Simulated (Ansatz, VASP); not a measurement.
**Two plane-wave programs on AlRu**

```
CELL_PARAMETERS angstrom
2.99160 0.00000 0.00000
0.00000 2.99160 0.00000
0.00000 0.00000 2.99160
ATOMIC_POSITIONS crystal
Al 0.05014 0.00000 0.00000
Ru 0.50000 0.50000 0.50000
```

Change from the starting cell: all Al atoms moved -0.150 Å, as atom 1 towards its neighbour atom 1 (Al) at 2.992 Å.

Alike in both runs: task single point; functional PBEsol; k mesh 16 × 16 × 16; occupations gaussian, width 0.15 eV; no spin polarisation.

|  | VASP | Ansatz |
| --- | --- | --- |
| version | VASP 6.6.1 | Ansatz 0.2.0 |
| potentials or method | VASP PAW PBE potentials, release 64 (Al, Ru_pv), cutoff 520 eV | scalar-relativistic, plane waves, PAW |
| valence electrons in the cell | 17 | 19 |

VASP gave:

| Property | Result |
| --- | --- |
| gap on the k mesh at the Fermi level (eV) | none |
| pressure (GPa) | -1.4 |
| traceless stress, the component that is largest in VASP (GPa) | -1.17 |
| rms of the force components (eV/Å) | 0.661 |

Which values does Ansatz return?

gap on the k mesh at the Fermi level (eV): none; pressure (GPa): -1.5; traceless stress, the component that is largest in VASP (GPa): -1.15; rms of the force components (eV/Å): 0.655.

VASP's potentials were made for PBE, not for PBEsol. Atom by atom the forces differ by 0.006 eV/Å (rms over components). A gap of «none» marks a metal or a gap that the smearing closes. VASP's potentials hold 17 valence electrons a cell and Ansatz's 19, so a difference there can come from the potentials and not from the codes.
